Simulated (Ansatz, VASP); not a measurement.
## Bi in VASP and in Ansatz

POSCAR

```
Bi
1.0
    2.2368543514      1.2914484619      3.8847772595
   -2.2368543514      1.2914484619      3.8847772595
    0.0000000000     -2.5828969239      3.8847772595
Bi
2
Direct
    0.7660000000      0.7660000000      0.7660000000
    0.2340000000      0.2340000000      0.2340000000
```

File INCAR.step1:

```
PREC = Accurate ; ENCUT = 520
ISMEAR = -1 ; SIGMA = 0.05
LREAL = F ; LASPH = T
NELM = 100 ; NBANDS = 22
GGA = PE ; ALGO = Normal
EDIFF = 1E-4 ; LWAVE = T
LCHARG = F
```

Contents of INCAR.step2:

```
PREC = Accurate ; ENCUT = 520
EDIFF = 1E-7 ; ISMEAR = -1
SIGMA = 0.05 ; LREAL = F
LASPH = T ; NELM = 100
ALGO = Normal ; ISIF = 2
LWAVE = F ; LCHARG = F
METAGGA = R2SCAN ; LMIXTAU = T
NBANDS = 22 ; ISTART = 1
```

Contents of KPOINTS:

```
regular mesh
0
Gamma
  7 7 7
```

Contents of input.yaml:

```yaml
crystal:
  lattice:
    - [2.2368543514, 1.2914484619, 3.8847772595]
    - [-2.2368543514, 1.2914484619, 3.8847772595]
    - [0.0, -2.5828969239, 3.8847772595]
  atoms:
    - { symbol: Bi, position: [0.766, 0.766, 0.766] }
    - { symbol: Bi, position: [0.234, 0.234, 0.234] }
hamiltonian:
  xc: r2scan
  pseudopotentials: { kind: paw }
kpoints:
  mp_grid: { grid: [7, 7, 7] }
scf:
  occupations: { method: fermi_dirac, width: 0.05 }
output:
  forces: true
  stress: true
  eigenvalues: true
  write_density: true
  write_potential: true
  elf: true
  volumetric_format: npy
```

Alike in both runs: task single point; functional r2SCAN; k mesh 7 × 7 × 7; occupations fermi-dirac, width 0.05 eV; no spin polarisation.

|  | VASP | Ansatz |
| --- | --- | --- |
| version | VASP 6.6.1 | Ansatz 0.2.0 |
| potentials or method | VASP PAW PBE potentials, release 64 (Bi_d) | Ansatz PAW |
| plane-wave cutoff (eV) | 520 | 500 |
| valence electrons in the cell | 30 | 30 |

Ansatz gave:

* gap on the k mesh at the Fermi level (eV): 0.32
* least direct gap on the mesh (eV): 0.65
* pressure (GPa): 3.6
* traceless stress, the component that is largest in VASP (GPa): -0.11
* rms of the force components (eV/Å): 0.129

Problem. Which values does VASP return?

Solution. gap on the k mesh at the Fermi level (eV): 0.32; least direct gap on the mesh (eV): 0.64; pressure (GPa): 3.5; traceless stress, the component that is largest in VASP (GPa): -0.10; rms of the force components (eV/Å): 0.135.

VASP's potentials were made for PBE, not for r2SCAN. Atom by atom the forces differ by 0.005 eV/Å (rms over components). The functional is the same, so the differences come from potentials, cutoffs and numerics.

Neither program's run includes spin-orbit coupling. Noted on Ansatz's run: odd divisions of the mesh miss points on the zone boundary, where band edges often lie, so the gap on the mesh can be too wide.
